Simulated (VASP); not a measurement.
# GaN (Fm-3m) in VASP: notebook, part 2 of 3

VASP 6.6.1. The steps go on from the part before.

## (3) Relaxation of cell and atoms, LDA, target pressure 30 GPa, at which the enthalpy is minimised

Input file INCAR:

```
PREC = Accurate ; ENCUT = 600
EDIFF = 1E-7 ; ISMEAR = 0
SIGMA = 0.01 ; LREAL = F
LASPH = T ; NELM = 120
ALGO = Normal ; ISIF = 3
LWAVE = F ; LCHARG = F
GGA = CA ; IBRION = 2
NSW = 80 ; EDIFFG = -0.01
PSTRESS = 300.0 ; GGA_COMPAT = F
NELMIN = 4
```

Input file KPOINTS:

```
regular mesh
0
Gamma
  8 8 8
```

Input file POSCAR:

```
GaN
1.0
    0.0000000000      2.1352350000      2.1352350000
    2.1352350000      0.0000000000      2.1352350000
    2.1352350000      2.1352350000      0.0000000000
Ga N
1 1
Direct
    0.0000000000      0.0000000000      0.0000000000
    0.5000000000      0.5000000000      0.5000000000
```

Potentials or basis: VASP PAW LDA potentials, release 64 (Ga_d, N).

Launch:

```console
cat potpaw_LDA.64/Ga_d/POTCAR potpaw_LDA.64/N/POTCAR > POTCAR
mpirun -np 1 vasp_std > vasp.out
```

OUTCAR:

```text
PREC = Accurate
   ENCUT = 600
   EDIFF = 1E-7
   ISMEAR = 0
   LREAL = F
   LASPH = T
   NELM = 120
   ISIF = 3
   GGA = CA
   IBRION = 2
   NSW = 80
   EDIFFG = -0.01
   PSTRESS = 300.0
   NELMIN = 4

 ion  position               nearest neighbor table
   1  0.000  0.000  0.000-   2 2.14   2 2.14   2 2.14   2 2.14   2 2.14   2 2.14
   2  0.500  0.500  0.500-   1 2.14   1 2.14   1 2.14   1 2.14   1 2.14   1 2.14

  LATTYP: Found a face centered cubic cell.
 ALAT       =     4.2704700000

  Lattice vectors:

 A1 = (   0.0000000000,   2.1352350000,   2.1352350000)
 A2 = (   2.1352350000,   0.0000000000,   2.1352350000)
 A3 = (   2.1352350000,   2.1352350000,   0.0000000000)

Analysis of symmetry for initial positions (statically):
=====================================================================
 Subroutine PRICEL returns:
 Original cell was already a primitive cell.

 Routine SETGRP: Setting up the symmetry group for a
 face centered cubic supercell.

 Subroutine GETGRP returns: Found 48 space group operations
 (whereof 48 operations were pure point group operations)
 out of a pool of 48 trial point group operations.

The static configuration has the point symmetry O_h .

Analysis of symmetry for dynamics (positions and initial velocities):
=====================================================================
 Subroutine PRICEL returns:
 Original cell was already a primitive cell.

 Routine SETGRP: Setting up the symmetry group for a
 face centered cubic supercell.

 Subroutine GETGRP returns: Found 48 space group operations
 (whereof 48 operations were pure point group operations)
 out of a pool of 48 trial point group operations.

The dynamic configuration has the point symmetry O_h .

 Subroutine INISYM returns: Found 48 space group operations
 (whereof 48 operations are pure point group operations),
 and found     1 'primitive' translations

----------------------------------------------------------------------------------------

                                     Primitive cell

  volume of cell :      19.4700

[... 120 lines left out ...]
 non-spin polarized calculation
 Gauss-broadening in eV      SIGMA  =   0.01
  energy-cutoff  :      600.00
  volume of cell :       19.47
 maximum number of plane-waves:       660
   NGX = 13   NGY = 13   NGZ = 13

--------------------------------------- Ionic step        1  -------------------------------------------

 number of electron      18.0000005 magnetization

 Free energy of the ion-electron system (eV)
  ---------------------------------------------------
  ext. energy  EPLUGINS =         0.00000000
  ---------------------------------------------------
  free energy    TOTEN  =       -13.03696041 eV

  energy without entropy =      -13.03696041  energy(sigma->0) =      -13.03696041

------------------------ aborting loop because EDIFF is reached ----------------------------------------

  FORCE on cell =-STRESS in cart. coord.  units (eV):
  Direction    XX          YY          ZZ          XY          YZ          ZX
  --------------------------------------------------------------------------------------
  -------------------------------------------------------------------------------------
  Total       -1.5498308     -1.5498308     -1.5498308     -0.0000000      0.0000000     -0.0000000
  in kB     -127.5345479   -127.5345479   -127.5345479     -0.0000000      0.0000000     -0.0000000
  external PRESSURE =    -427.5345479 kB  Pullay stress =     300.0000000 kB
[... 25 lines left out ...]
--------------------------------------- Ionic step        2  -------------------------------------------

 number of electron      17.9999999 magnetization

 E-fermi :  13.4555     XC(G=0): -15.7543

 val. band max:       13.3777417693   @ k =  -0.2500   0.1250   0.0000
 cond. band min:      16.5519272904   @ k =   0.5000   0.5000   0.0000
 fundamental gap:      3.1741855210
 Fermi energy:        13.4555154712

 k-point     1 :       0.0000    0.0000    0.0000
  band No.  band energies     occupation
      1      -8.3954      2.00000
      2      -1.0701      2.00000
      3      -1.0701      2.00000
      4      -1.0701      2.00000
      5      -0.8113      2.00000
      6      -0.8113      2.00000
      7      12.1829      2.00000
      8      12.1829      2.00000
      9      12.1829      2.00000
     10      20.7970      0.00000
     11      30.4158      0.00000
     12      30.4158      0.00000
     13      30.4158      0.00000
[... 557 lines left out ...]
--------------------------------------- Ionic step        7  -------------------------------------------

 number of electron      18.0000007 magnetization

 Free energy of the ion-electron system (eV)
  ---------------------------------------------------
  ext. energy  EPLUGINS =         0.00000000
  ---------------------------------------------------
  free energy    TOTEN  =       -12.93881305 eV

  energy without entropy =      -12.93881305  energy(sigma->0) =      -12.93881305

 E-fermi :   9.4717     XC(G=0): -14.2066

 val. band max:        9.3380749824   @ k =  -0.2500   0.1250   0.0000
 cond. band min:      10.5932735789   @ k =   0.5000   0.5000   0.0000
 fundamental gap:      1.2551985965
 Fermi energy:         9.4716772728

 k-point     1 :       0.0000    0.0000    0.0000
  band No.  band energies     occupation
      1      -9.1877      2.00000
      2      -4.7533      2.00000
      3      -4.7533      2.00000
      4      -4.7533      2.00000
      5      -4.6177      2.00000
      6      -4.6177      2.00000
      7       8.6665      2.00000
      8       8.6665      2.00000
      9       8.6665      2.00000
     10      13.1858      0.00000
     11      24.7538      0.00000
     12      24.7538      0.00000
     13      24.7538      0.00000
[... 401 lines left out ...]
  energy  without entropy=      -12.9388130534  energy(sigma->0) =      -12.93881305

  enthalpy is  TOTEN    =        -9.8167246632 eV   P V=        3.1220883902

 reached required accuracy - stopping structural energy minimisation
```

OSZICAR:

```text
N       E                     dE             d eps       ncg     rms          rms(c)
DAV:   1     0.805476830577E+02    0.80548E+02   -0.10514E+04   842   0.286E+03
DAV:   2    -0.933205769269E+01   -0.89880E+02   -0.83812E+02   859   0.359E+02
DAV:   3    -0.147480929319E+02   -0.54160E+01   -0.53871E+01   859   0.791E+01
[... 64 lines left out ...]
DAV:   2    -0.129388535259E+02    0.12421E-03   -0.19404E-04   904   0.527E-01    0.374E-02
DAV:   3    -0.129388162853E+02    0.37241E-04   -0.46844E-05   864   0.272E-01    0.695E-03
DAV:   4    -0.129388140057E+02    0.22796E-05   -0.44233E-06   872   0.293E-02    0.353E-03
DAV:   5    -0.129388130605E+02    0.94524E-06   -0.67644E-07   935   0.123E-02    0.422E-04
DAV:   6    -0.129388130534E+02    0.70804E-08   -0.17632E-08   382   0.244E-03
   7 F= -.98167247E+01 E0= -.98167247E+01  d E =-.355973E-05
```

Run time: 22 s. Hardware: 1 thread of Intel Xeon Platinum 8488C (Sapphire Rapids), shared host; peak memory 0.14 GiB.

What came out:

| Quantity | Value |
| --- | --- |
| Free energy | -12.9388 eV |
| Relaxed volume | 8.34 Å³/atom |
| Relaxed cell | a = 2.868 Å, b = 2.868 Å, c = 2.868 Å, α = 60.00°, β = 60.00°, γ = 60.00° |
| Space group after relaxing (to 0.1 Å) | Fm-3m (No. 225) |
| Energy change on relaxing (the run minimises the enthalpy) | +49.1 meV/atom |
| Ionic steps | 7 |
| Pressure after relaxing | 30.0 GPa |
| Band gap on the k mesh | 1.26 eV (least direct gap 4.52 eV) |

Step by step:
| step | energy change (eV) | largest force (eV/Å) | pressure (GPa) | volume (Å³) |
| --- | --- | --- | --- | --- |
| 1 | 0.0000 | 0.0000 | -12.75 | 19.47 |
| 2 | 2.2038 | 0.0000 | 184.31 | 13.03 |
| 3 | 0.0657 | 0.0000 | 25.77 | 16.86 |
| 4 | 0.0900 | 0.0000 | 29.10 | 16.72 |
| 5 | 0.0996 | 0.0000 | 30.24 | 16.67 |
| 6 | 0.0948 | 0.0000 | 29.54 | 16.69 |
| 7 | 0.0981 | 0.0000 | 30.01 | 16.67 |

Final structure:
```
Ga N
1.0
     0.00000    2.02769    2.02769
     2.02769    0.00000    2.02769
     2.02769    2.02769    0.00000
Ga N
1 1
Direct
  0.00000 0.00000 0.00000
  0.50000 0.50000 0.50000
```

Caveat: the cell is relaxed towards a set pressure, so the run minimises the enthalpy, not the energy.

[end of part 2 of 3]
